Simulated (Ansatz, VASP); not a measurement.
**CrO2 in VASP and in Ansatz**

The input INCAR:

```
  PREC = Accurate
  ENCUT = 520
  EDIFF = 1E-6
  ISMEAR = -1
  SIGMA = 0.05
  LREAL = False
  LASPH = True
  NELM = 150
  ALGO = Normal
  ISIF = 2
  LWAVE = False
  LCHARG = True
  ISPIN = 2
  MAGMOM = 3 3 0 0 0 0
  LORBIT = 11
  LMAXMIX = 4
  GGA = PS
  LELF = True
  LVHAR = True
  NBANDS = 37
```

Contents of KPOINTS:

```
regular mesh
0
Gamma
  5 5 8
```

Contents of POSCAR:

```
CrO2
1.0
    4.4210000000      0.0884200000      0.0000000000
    0.0884200000      4.4210000000      0.0000000000
    0.0000000000      0.0000000000      2.9170000000
Cr O
2 4
Direct
    0.5000000000      0.5000000000      0.5000000000
    0.0000000000      0.0000000000      0.0000000000
    0.8010000000      0.1990000000      0.5000000000
    0.6990000000      0.6990000000      0.0000000000
    0.1990000000      0.8010000000      0.5000000000
    0.3010000000      0.3010000000      0.0000000000
```

Contents of input.yaml:

```yaml
crystal:
  lattice:
    - [4.421, 0.08842, 0.0]
    - [0.08842, 4.421, 0.0]
    - [0.0, 0.0, 2.917]
  atoms:
    - { symbol: Cr, position: [0.5, 0.5, 0.5], spin: 3.0 }
    - { symbol: Cr, position: [0.0, 0.0, 0.0], spin: 3.0 }
    - { symbol: O, position: [0.801, 0.199, 0.5] }
    - { symbol: O, position: [0.699, 0.699, 0.0] }
    - { symbol: O, position: [0.199, 0.801, 0.5] }
    - { symbol: O, position: [0.301, 0.301, 0.0] }
hamiltonian:
  xc: pbesol
  pseudopotentials: { kind: paw }
magnetization:
  spin_polarized: true
kpoints:
  mp_grid: { grid: [5, 5, 8] }
  band_path:
    path:
      - [[0.0, 0.0, 0.0], [0.4807766244, -0.4807766244, 0.0], [0.0, -0.5, 0.0], [0.0, -0.5, -0.5], [0.4807766244, -0.4807766244, -0.5], [0.0, 0.0, -0.5], [0.0, 0.0, 0.0], [-0.5, -0.5, 0.0], [-0.4807766244, -0.5192233756, 0.0], [-0.4807766244, -0.5192233756, -0.5], [-0.5, -0.5, -0.5], [-0.5, -0.5, 0.0]]
      - [[0.0, 0.0, -0.5], [-0.5, -0.5, -0.5]]
    npoints: 14
scf:
  occupations: { method: fermi_dirac, width: 0.05 }
  n_extra_bands: 15
output:
  forces: true
  stress: true
  eigenvalues: true
  fatbands: false
```

Alike in both runs: functional PBEsol; k mesh 5 × 5 × 8; occupations fermi-dirac, width 0.05 eV; collinear spin.

|  | VASP | Ansatz |
| --- | --- | --- |
| version | VASP 6.6.1 | Ansatz 0.2.0 |
| potentials or method | VASP PAW PBE potentials, release 64 (Cr_pv, O) | Ansatz PAW |
| plane-wave cutoff (eV) | 520 | 420 |
| valence electrons in the cell | 48 | 52 |
| task | single point | band structure |

Ansatz gave:

| Item | Value |
| --- | --- |
| gap on the k mesh at the Fermi level (eV) | none |
| pressure (GPa) | -5.8 |
| traceless stress, the component that is largest in VASP (GPa) | -9.03 |
| rms of the force components (eV/Å) | 0.176 |
| net moment per atom (μB) | 0.67 |
| size of the moment on the site where the two differ most (μB) | 1.65 |

Question: Estimate VASP's values.

Answer: gap on the k mesh at the Fermi level (eV): none; pressure (GPa): -5.4; traceless stress, the component that is largest in VASP (GPa): -9.06; rms of the force components (eV/Å): 0.169; net moment per atom (μB): 0.67; size of the moment on the site where the two differ most (μB): 2.04.

VASP's potentials were made for PBE, not for PBEsol. Site moments also hang on the region over which each program counts them. Atom by atom the forces differ by 0.007 eV/Å (rms over components). A gap of «none» marks a metal or a gap that the smearing closes. VASP's potentials hold 48 valence electrons a cell and Ansatz's 52, so a difference there can come from the potentials and not from the codes.
